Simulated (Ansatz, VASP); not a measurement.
# HfO2: VASP beside Ansatz

INCAR

```
ALGO = Normal ; EDIFF = 1E-6
ENCUT = 520 ; GGA = PE
ISIF = 2 ; ISMEAR = 0
IVDW = 12 ; LASPH = T
LCHARG = F ; LREAL = F
LWAVE = F ; NBANDS = 18
NELM = 60 ; PREC = Accurate
SIGMA = 0.01
```

The input KPOINTS:

```
k-points
0
Gamma
  6 6 6
```

The input POSCAR:

```
HfO2
1.0
    0.0000000000      2.5141441666      2.5141441666
    2.5141441666      0.0000000000      2.5141441666
    2.5141441666      2.5141441666      0.0000000000
Hf O
1 2
Direct
    0.0000000000      0.0000000000      0.0000000000
    0.2500000000      0.2500000000      0.2500000000
    0.7500000000      0.7500000000      0.7500000000
```

Input for Ansatz:

```yaml
crystal:
  lattice:
    - [0.0, 2.514144166647161, 2.514144166647161]
    - [2.514144166647161, 0.0, 2.514144166647161]
    - [2.514144166647161, 2.514144166647161, 0.0]
  atoms:
    - { symbol: Hf, position: [0.0, 0.0, 0.0] }
    - { symbol: O, position: [0.25, 0.25, 0.25] }
    - { symbol: O, position: [0.75, 0.75, 0.75] }
basis:
  ecutwfc: 435.382179935808
kpoints:
  mp_grid:
    grid: [6, 6, 6]
hamiltonian:
  xc: pbe
  dispersion: d3bj
scf:
  occupations:
    method: fixed
output:
  stress: true
```

Alike in both runs: task single point; functional PBE; dispersion D3(BJ); k mesh 6 × 6 × 6; no spin polarisation.

|  | VASP | Ansatz |
| --- | --- | --- |
| version | VASP 6.6.1 | Ansatz 0.2.0 |
| potentials or method | VASP PAW PBE potentials, release 64 (Hf_pv, O), cutoff 520 eV | plane waves, PAW |
| occupations | gaussian, width 0.01 eV | fixed |
| valence electrons in the cell | 22 | 38 |

|  | VASP | Ansatz | Ansatz less VASP |
| --- | --- | --- | --- |
| pressure (GPa) | 3.1 | 7.1 | +4.00 |

VASP's potentials hold 22 valence electrons a cell and Ansatz's 38, so a difference there can come from the potentials and not from the codes.

Spin-orbit coupling is off throughout.
